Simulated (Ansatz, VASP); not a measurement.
One calculation of ZnCd5O6, two programs

The input INCAR:

```
SYSTEM = ZnCd5O6
  ALGO = Normal
  EDIFF = 1E-6
  ENCUT = 520
  GGA = PE
  ISIF = 2
  ISMEAR = 0
  LASPH = .True.
  LCHARG = .False.
  LREAL = .False.
  LWAVE = .False.
  NBANDS = 66
  NELM = 80
  PREC = Accurate
  SIGMA = 0.1
```

File KPOINTS:

```
k-points
0
Gamma
  6 4 2
  0 0 0
```

The input POSCAR:

```
ZnCd5O6
1.0
    3.3033770000      0.0000000000      0.0000000000
    0.0000000000      4.7238379000      0.0000000000
    0.0000000000      0.0000000000     10.0008399000
Zn Cd O
1 5 6
Direct
    0.0000000000      0.0000000000      0.5000000000
    0.0000000000      0.0000000000      0.8271960000
    0.5000000000      0.5000000000      0.0000000000
    0.0000000000      0.0000000000      0.1728040000
    0.5000000000      0.5000000000      0.3390380000
    0.5000000000      0.5000000000      0.6609620000
    0.0000000000      0.5000000000      0.8313370000
    0.5000000000      0.0000000000      0.0000000000
    0.0000000000      0.5000000000      0.1686630000
    0.5000000000      0.0000000000      0.3521460000
    0.0000000000      0.5000000000      0.5000000000
    0.5000000000      0.0000000000      0.6478540000
```

Input for Ansatz:

```yaml
crystal:
  lattice:
    - [3.303377, 0.0, 0.0]
    - [0.0, 4.7238379, 0.0]
    - [0.0, 0.0, 10.0008399]
  atoms:
    - { symbol: Zn, position: [0.0, 0.0, 0.5] }
    - { symbol: Cd, position: [0.0, 0.0, 0.827196] }
    - { symbol: Cd, position: [0.5, 0.5, 0.0] }
    - { symbol: Cd, position: [0.0, 0.0, 0.172804] }
    - { symbol: Cd, position: [0.5, 0.5, 0.339038] }
    - { symbol: Cd, position: [0.5, 0.5, 0.660962] }
    - { symbol: O, position: [0.0, 0.5, 0.831337] }
    - { symbol: O, position: [0.5, 0.0, 0.0] }
    - { symbol: O, position: [0.0, 0.5, 0.168663] }
    - { symbol: O, position: [0.5, 0.0, 0.352146] }
    - { symbol: O, position: [0.0, 0.5, 0.5] }
    - { symbol: O, position: [0.5, 0.0, 0.647854] }
basis:
  ecutwfc: 420
kpoints:
  mp_grid: { grid: [6, 4, 2] }
hamiltonian:
  xc: pbe
scf:
  occupations: { method: gaussian, width: 0.1 }
  lower_state_search: "off"
output:
  forces: true
  stress: true
  eigenvalues: true
```

Alike in both runs: task single point; functional PBE; k mesh 6 × 4 × 2; occupations gaussian, width 0.1 eV; no spin polarisation.

```csv
,VASP,Ansatz
version,VASP 6.6.1,Ansatz 0.2.0
potentials or method,"VASP PAW PBE potentials, release 64 (Zn, Cd, O), cutoff 520 eV","scalar-relativistic, plane waves, PAW"
valence electrons in the cell,108,148
```

VASP gave:

```
gap on the k mesh at the Fermi level (eV) : none
pressure (GPa)                            : 1.2
rms of the force components (eV/Å)        : 0.010
```

What did Ansatz give for the same quantities?

gap on the k mesh at the Fermi level (eV): none; pressure (GPa): 0.0; rms of the force components (eV/Å): 0.004.

Atom by atom the forces differ by 0.008 eV/Å (rms over components). A gap of «none» marks a metal or a gap that the smearing closes. VASP's potentials hold 108 valence electrons a cell and Ansatz's 148, so a difference there can come from the potentials and not from the codes.
